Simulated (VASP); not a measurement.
# MgAl6N8 (a cell with a defect) in VASP: further runs, part 2 of 2

VASP 6.6.1.

## 3. Single point, PBE

The input, INCAR:

```
SYSTEM = MgAl6N8
  PREC = Accurate
  ENCUT = 520
  EDIFF = 1E-7
  ISMEAR = -1
  SIGMA = 0.05
  LREAL = Auto
  LASPH = .True.
  NELM = 60
  ALGO = Normal
  ISIF = 2
  LWAVE = .False.
  LCHARG = .True.
  GGA = PE
  LELF = .True.
  LVHAR = .True.
  NBANDS = 43
```

The input, KPOINTS:

```
regular mesh
0
Gamma
  2 2 2
  0 0 0
```

The input, POSCAR:

```
MgAl6N8
1.0
   -3.1100000000     -5.3866780000      0.0000000000
    4.6650000000     -2.6933390000      0.0000000000
    0.0000000000      0.0000000000      4.9800000000
Al N Mg
6 8 1
Direct
    0.4931628825      0.6817973343     -0.0145236948
    0.2179151784      0.1111783933      0.0413439759
    0.2419122565      0.8436726940      0.4974062249
    0.0174454217      0.6569938395      0.0073329317
    0.0029656243      0.3855170614      0.5617520080
    0.7645908268      0.8164532629      0.5009158635
    0.5032860091      0.8424978539      0.3201570281
    0.3970034592      0.3615208485      0.9239479920
    0.1136382942      0.1270928392      0.3735347390
    0.2469631647      0.8361865900      0.8577885542
    0.0100023532      0.6595777746      0.3659775100
    0.1462107189      0.3819106829      0.8733106426
    0.8654604889      0.1281858779      0.4097200803
    0.7612386109      0.6723003387      0.8341315261
    0.6165823620      0.2006997097      0.1800885542
```

Potentials or basis: VASP PAW PBE potentials, release 64 (Al, N, Mg).

Run with:

```
$ cat potpaw_PBE.64/Al/POTCAR potpaw_PBE.64/N/POTCAR potpaw_PBE.64/Mg/POTCAR > POTCAR
$ mpirun -np 1 vasp_std > vasp.out
```

OUTCAR:

```text
SYSTEM = MgAl6N8
   PREC = Accurate
   ENCUT = 520
   EDIFF = 1E-7
   ISMEAR = -1
   LREAL = Auto
   LASPH = .True.
   NELM = 60
   ISIF = 2
   GGA = PE

 ion  position               nearest neighbor table
   1  0.493  0.682  0.985-  14 1.83   8 1.85  10 1.86   7 1.88  15 2.87   2 2.89   4 2.96   3 3.02
                             6 3.03  15 3.06   3 3.11   6 3.16   4 3.27
   2  0.218  0.111  0.041-  12 1.74  10 1.75   9 1.78   8 1.84  15 2.62   3 2.69   4 2.75   1 2.89
                             3 3.07   5 3.11   4 3.20   5 3.27
   3  0.242  0.844  0.497-  10 1.80   9 1.83   7 1.85  11 1.87   2 2.69   5 2.90   6 2.97   4 2.99
                             1 3.02   4 3.07   2 3.07   1 3.11   6 3.25   5 3.29  15 3.41
   4  0.017  0.657  0.007-  11 1.79  12 1.81  14 1.81  10 1.88   5 2.66   2 2.75   1 2.96   3 2.99
                             6 3.04   3 3.07   6 3.09   5 3.13   2 3.20   1 3.27
   5  0.003  0.386  0.562-  11 1.77  12 1.79  13 1.80   9 1.81  14 2.55   4 2.66   6 2.77   3 2.90
                             2 3.11   4 3.13  15 3.22   2 3.27   3 3.29
   6  0.765  0.816  0.501-  14 1.83  13 1.85   7 1.86  11 1.87   5 2.77  15 2.77   3 2.97   1 3.03
                             4 3.04   4 3.09   1 3.16   3 3.25
   7  0.503  0.842  0.320-   3 1.85   6 1.86   1 1.88  15 2.17
   8  0.397  0.362  0.924-  12 1.58   2 1.84   1 1.85  15 2.06
   9  0.114  0.127  0.374-  13 1.55   2 1.78   5 1.81   3 1.83
  10  0.247  0.836  0.858-   2 1.75   3 1.80   1 1.86   4 1.88
  11  0.010  0.660  0.366-   5 1.77   4 1.79   3 1.87   6 1.87
  12  0.146  0.382  0.873-   8 1.58   2 1.74   5 1.79   4 1.81
  13  0.865  0.128  0.410-   9 1.55   5 1.80   6 1.85  15 1.96
  14  0.761  0.672  0.834-   4 1.81   1 1.83   6 1.83   5 2.55
  15  0.617  0.201  0.180-  13 1.96   8 2.06   7 2.17   2 2.62   6 2.77   1 2.87   1 3.06   5 3.22
                             3 3.41

  LATTYP: Found a simple orthorhombic cell.
 ALAT       =     4.9800000000
 B/A-ratio  =     1.0816622507
 C/A-ratio  =     1.2489959819

  Lattice vectors:

 A1 = (   0.0000000000,   0.0000000000,  -4.9800000000)
 A2 = (   4.6650000000,  -2.6933390000,   0.0000000000)
[... 175 lines left out ...]
 number of electron      59.9999999 magnetization

 Free energy of the ion-electron system (eV)
  ---------------------------------------------------
  ext. energy  EPLUGINS =         0.00000000
  ---------------------------------------------------
  free energy    TOTEN  =       -99.64066814 eV

  energy without entropy =      -99.64066813  energy(sigma->0) =      -99.64066814

 E-fermi :   6.4824     XC(G=0): -10.2582

 val. band max:        5.5518108292   @ k =  -0.0000   0.5000   0.0000
 cond. band min:       7.3646406506   @ k =   0.5000   0.0000   0.0000
 fundamental gap:      1.8128298213
 Fermi energy:         6.4823515670

 k-point     1 :       0.0000    0.0000    0.0000
  band No.  band energies     occupation
      1     -12.2028      2.00000
      2     -11.4120      2.00000
      3      -9.3429      2.00000
      4      -8.5024      2.00000
      5      -8.1113      2.00000
      6      -7.6399      2.00000
[... 349 lines left out ...]
     41      13.1809      0.00000
     42      13.7040      0.00000
 [bands above 42 left out]

------------------------ aborting loop because EDIFF is reached ----------------------------------------

  FORCE on cell =-STRESS in cart. coord.  units (eV):
  Direction    XX          YY          ZZ          XY          YZ          ZX
  --------------------------------------------------------------------------------------
  -------------------------------------------------------------------------------------
  Total       23.0644247     18.5667214     21.4995237    -13.0149197     -1.5044036     -1.3712051
  in kB      221.4687561    178.2809992    206.4422951   -124.9716005    -14.4455543    -13.1665585
  external PRESSURE =     202.0640168 kB  Pullay stress =       0.0000000 kB

 VOLUME and BASIS-vectors are now :
 -----------------------------------------------------------------------------
  energy-cutoff  :      520.00
  volume of cell :      166.86
      direct lattice vectors                 reciprocal lattice vectors
    -3.110000000 -5.386678000  0.000000000    -0.080385852 -0.139232380  0.000000000
     4.665000000 -2.693339000  0.000000000     0.160771704 -0.092821587  0.000000000
     0.000000000  0.000000000  4.980000000     0.000000000  0.000000000  0.200803213

 POSITION                                       TOTAL-FORCE (eV/Angst)
 -----------------------------------------------------------------------------------
      1.64685     -4.49282      4.90767         0.010108      0.014576      0.028762
     -0.15907     -1.47328      0.20589        -0.007769      0.005476      0.059020
      3.18339     -3.57540      2.47708         0.012230     -0.033369      0.018041
      3.01062     -1.86348      0.03652        -0.002025      0.016086      0.008522
      1.78921     -1.05430      2.79752        -0.001624     -0.044187     -0.006059
      1.43088     -6.31759      2.49456         0.021873      0.007393      0.014668
      2.36503     -4.98017      1.59438         0.024565     -0.002149      0.002388
      0.45181     -3.11223      4.60126         0.005138     -0.034902      0.025651
      0.23947     -0.95444      1.86020        -0.041539     -0.011429      0.007173
      3.13276     -3.58245      4.27179         0.009389      0.022529      0.003939
      3.04582     -1.83035      1.82257         0.019649      0.007620      0.016903
      1.32690     -1.81620      4.34909         0.030283      0.061502      0.015221
     -2.09360     -5.00720      2.04041         0.006055      0.044983      0.031990
      0.76883     -5.91128      4.15397         0.042947     -0.003138      0.044932
     -0.98131     -3.86188      0.89684        -0.129280     -0.050990     -0.271151
 -----------------------------------------------------------------------------------
    total drift:                                0.003753     -0.002524      0.002318

  FREE ENERGIE OF THE ION-ELECTRON SYSTEM (eV)
  ---------------------------------------------------
  free  energy   TOTEN  =       -99.6406681427 eV

  energy  without entropy=      -99.6406681321  energy(sigma->0) =      -99.64066814
```

stdout:

```text
POSCAR found type information on POSCAR AlN Mg
 POSCAR found :  3 types and      15 ions
 scaLAPACK will be used
 LDA part: xc-table for (Slater+PW92), standard interpolation
 POSCAR, INCAR and KPOINTS ok, starting setup
 FFT: planning ... GRIDC
 FFT: planning ... GRID_SOFT
 FFT: planning ... GRID
 WAVECAR not read
 entering main loop
```

It took 60 s on 1 thread of Intel Xeon 6975P-C (Granite Rapids), shared host; peak memory 0.26 GiB.

Results:

```
Free energy            : -99.6407 eV
Pressure               : 20.2 GPa
Largest force          : 0.305 eV/Å
Band gap on the k mesh : 1.81 eV
```

Forces on the atoms (eV/Å):
```
Al   0.010  0.015  0.029
Al  -0.008  0.005  0.059
Al   0.012 -0.033  0.018
Al  -0.002  0.016  0.009
Al  -0.002 -0.044 -0.006
Al   0.022  0.007  0.015
N    0.025 -0.002  0.002
N    0.005 -0.035  0.026
N   -0.042 -0.011  0.007
N    0.009  0.023  0.004
N    0.020  0.008  0.017
N    0.030  0.062  0.015
N    0.006  0.045  0.032
N    0.043 -0.003  0.045
Mg  -0.129 -0.051 -0.271
```

Levels at points of the mesh, in eV from the valence-band top:
```
           k point  band 28  band 29  band 30  band 31  band 32  band 33
(0.00, 0.00, 0.00)    -0.84    -0.50    -0.03     2.34     3.35     4.20
(0.50, 0.00, 0.00)    -0.74    -0.42    -0.12     1.81     3.25     4.43
(0.00, 0.50, 0.00)    -0.71    -0.39     0.00     3.26     3.43     4.24
(0.50, 0.50, 0.00)    -0.78    -0.43    -0.04     3.14     3.96     4.25
(0.00, 0.00, 0.50)    -0.81    -0.79    -0.41     3.36     3.99     4.71
(0.50, 0.00, 0.50)    -0.89    -0.75    -0.40     2.84     3.48     4.92
(0.00, 0.50, 0.50)    -0.72    -0.35    -0.09     3.36     3.99     4.73
(0.50, 0.50, 0.50)    -0.71    -0.32    -0.05     3.20     4.13     4.61
```

Caveat: the k points lie up to 0.63 Å⁻¹ apart.
